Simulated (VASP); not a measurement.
Wanted: the native input for a VASP 6.6.1 run.

```yaml
Task: single point
Functional: PBE
Potentials_or_basis: VASP PAW PBE potentials, release 64 (Co, Si)
Cutoff: 520 eV
k_mesh: 1 × 1 × 10
Occupations: gaussian, width 0.05 eV
Spin: no spin polarisation
Dipole_correction: no
Further_INCAR_settings: LREAL = Auto; ALGO = Fast; EDIFF = 1e-06; NBANDS = 66
```

The structure of CoSi2 lies in POSCAR:

```
CoSi2
1.0
   15.7000000000      0.0000000000      0.0000000000
    0.0000000000     16.0000000000      0.0000000000
    0.0000000000      0.0000000000      5.2265341409
Co Si
6 12
Direct
    0.5340621019      0.5334198486      0.0000000000
    0.5450814411      0.3728421366      0.5000000000
    0.5465545047      0.7023641216      0.5000000000
    0.3704110902      0.5442439566      0.5000000000
    0.7062415498      0.5456687076      0.5000000000
    0.3663845842      0.3688864647      0.0000000000
    0.2959375438      0.4583021810      0.7503287567
    0.6272759873      0.4627507849      0.7457023916
    0.6253949154      0.6230316380      0.7648832299
    0.6253949154      0.6230316380      0.2351167701
    0.2959375438      0.4583021810      0.2496712433
    0.6272759873      0.4627507849      0.2542976084
    0.4548263670      0.4556766737      0.2548368102
    0.4574767184      0.2997648466      0.2497393871
    0.4620469161      0.6248874778      0.2542953386
    0.4574767184      0.2997648466      0.7502606129
    0.4620469161      0.6248874778      0.7457046614
    0.4548263670      0.4556766737      0.7451631898
```

The input as run:

INCAR

```
SYSTEM = CoSi2
ALGO = Fast ; EDIFF = 1E-6
ENCUT = 520 ; GGA = PE
ISIF = 2 ; ISMEAR = 0
LASPH = .True. ; LCHARG = .False.
LREAL = Auto ; LWAVE = .False.
NBANDS = 66 ; NELM = 100
PREC = Accurate ; SIGMA = 0.05
```

KPOINTS

```
k-points
0
Gamma
  1 1 10
  0 0 0
```

Potentials or basis: VASP PAW PBE potentials, release 64 (Co, Si).

Command:

```console
$ cat potpaw_PBE.64/Co/POTCAR potpaw_PBE.64/Si/POTCAR > POTCAR
$ mpirun -np 1 vasp_std > vasp.out
```

Results of the run:

* Largest force: 0.055 eV/Å
* Band gap on the k mesh: zero (bands 51 and 52 overlap by 0.35 eV)

Run time: 30 min on 1 thread of Oxide Virtual Turin-like Processor, with other jobs on the host, peak memory 1.2 GiB.
